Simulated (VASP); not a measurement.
## TiAl: single point with LDA

The system is TiAl.

```xyz
2
Lattice="3.1812 0.0826 0.0826 0.0826 3.1812 0.0826 0.0826 0.0826 3.1812" Properties=species:S:1:pos:R:3 pbc="T T T"
Ti    0.0000    0.0000    0.0000
Al    1.6732    1.6732    1.6732
```

This cell differs from its parent crystal: ratio of the length along [111] to the lengths across it x 1.08, volume and fractional coordinates fixed.

```json
{
  "Program": "VASP 6.6.1",
  "Task": "single point",
  "Functional": "LDA",
  "Potentials or basis": "VASP PAW LDA potentials, release 64 (Ti_sv, Al)",
  "Cutoff": "520 eV",
  "k mesh": "16 × 16 × 16",
  "Occupations": "gaussian, width 0.15 eV",
  "Spin": "no spin polarisation"
}
```

The pressure is -5.0 GPa. The band gap on the k mesh is zero (an odd number of electrons rules out a gap without spin polarisation).

Stress tensor (GPa, compression positive):
```
-5.03 -2.19 -2.19
-2.19 -5.03 -2.19
-2.19 -2.19 -5.03
```

Levels at points of the mesh, in eV from the Fermi level:
```csv
k point,band 4,band 5,band 6,band 7,band 8,band 9,band 10,band 11
"(0.00, 0.00, 0.00)",-32.68,-9.11,-1.34,-1.34,1.66,1.66,1.95,4.43
"(0.50, 0.00, 0.00)",-32.69,-5.87,-5.04,-0.57,0.08,0.33,1.96,3.05
"(0.50, 0.50, 0.00)",-32.70,-4.94,-2.20,-1.63,-1.39,0.70,0.73,2.77
"(0.50, 0.50, 0.50)",-32.83,-3.20,-2.91,-2.91,0.41,2.70,2.82,2.82
```

Wall time 4.6 min on 1 thread of Intel Xeon 8259CL, on a shared host, peak memory 0.29 GiB.

Caveat: the cell stands under tension.
